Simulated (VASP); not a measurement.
Mg:

```xyz
5
Lattice="5.4693 0.0000 0.0000 -2.7347 4.7366 0.0000 0.0000 0.0000 5.1002" Properties=species:S:1:pos:R:3 pbc="T T T"
Mg   -1.8335    3.1757    0.0000
Mg    3.6670    0.0000    0.0000
Mg    0.9012    1.5609    0.0000
Mg    2.7347    1.5789    2.5501
Mg    0.0000    3.1577    2.5501
```

| Item | Value |
| --- | --- |
| Program | VASP 6.6.1 |
| Task | relaxation of cell and atoms |
| Functional | r2SCAN |
| Potentials or basis | VASP PAW PBE potentials, release 64 (Mg) |
| Cutoff | 600 eV |
| k mesh | 6 × 6 × 6 |
| Occupations | gaussian, width 0.1 eV |
| Spin | no spin polarisation |

At the start: pressure -0.9 GPa; volume 26.43 Å³/atom.

Question: Where does the relaxation end?

Answer: Over 6 steps the energy falls by 2.4 meV/atom and the volume is 25.65 Å³/atom (-3.0 %); space group P-62m (No. 189, to 0.05 Å).

The path:
| step | energy change (eV) | largest force (eV/Å) | pressure (GPa) | volume (Å³) |
| --- | --- | --- | --- | --- |
| 1 | 0.0000 | 0.0445 | -0.87 | 132.13 |
| 2 | -0.0099 | 0.0516 | -0.25 | 129.42 |
| 3 | -0.0109 | 0.0544 | 0.01 | 128.36 |
| 4 | -0.0109 | 0.0545 | 0.03 | 128.29 |
| 5 | -0.0113 | 0.0423 | 0.02 | 128.27 |
| 6 | -0.0119 | 0.0042 | 0.01 | 128.23 |

Final structure:
```xyz
5
Lattice="5.4156 0.0000 0.0000 -2.7078 4.6900 0.0000 0.0000 0.0000 5.0485" Properties=species:S:1:pos:R:3 pbc="T T T"
Mg   -1.8228    3.1572    5.0485
Mg    3.6456    0.0000    0.0000
Mg    0.8850    1.5328    0.0000
Mg    2.7078    1.5633    2.5243
Mg    0.0000    3.1267    2.5243
```

Caveat: the PAW data sets were made with another functional, which shifts forces and pressure a little.
